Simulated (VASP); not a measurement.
PtS2:

```xyz
3
Lattice="3.5526 0.0000 0.0000 -1.7763 3.0767 0.0000 0.0000 0.0000 5.1228" Properties=species:S:1:pos:R:3 pbc="T T T"
Pt    0.0000    0.0000    0.0000
S     0.0000    2.0511    1.2257
S     1.7763    1.0256    3.8972
```

Base run:

```yaml
Program: VASP 6.6.1
Functional: LDA
Potentials_or_basis: VASP PAW LDA potentials, release 64 (Pt, S)
Cutoff: 500 eV
k_mesh: 12 × 12 × 4
Occupations: gaussian, width 0.01 eV
Spin: no spin polarisation
```

Its results: band gap on the k mesh 0.65 eV, indirect (least direct gap 0.76 eV); pressure -4.1 GPa; largest force 0.340 eV/Å.

Question: The run is repeated on the same cell with these changes: k mesh from 12 × 12 × 4 to 6 × 6 × 2. What comes out?

Answer: Band gap on the k mesh 0.75 eV, indirect (least direct gap 1.44 eV); pressure -4.0 GPa; largest force 0.323 eV/Å.

Caveats: some runs use coarse meshes; spin-orbit coupling is left out, which moves the levels of the heavy elements.

A k mesh can miss the band edges.
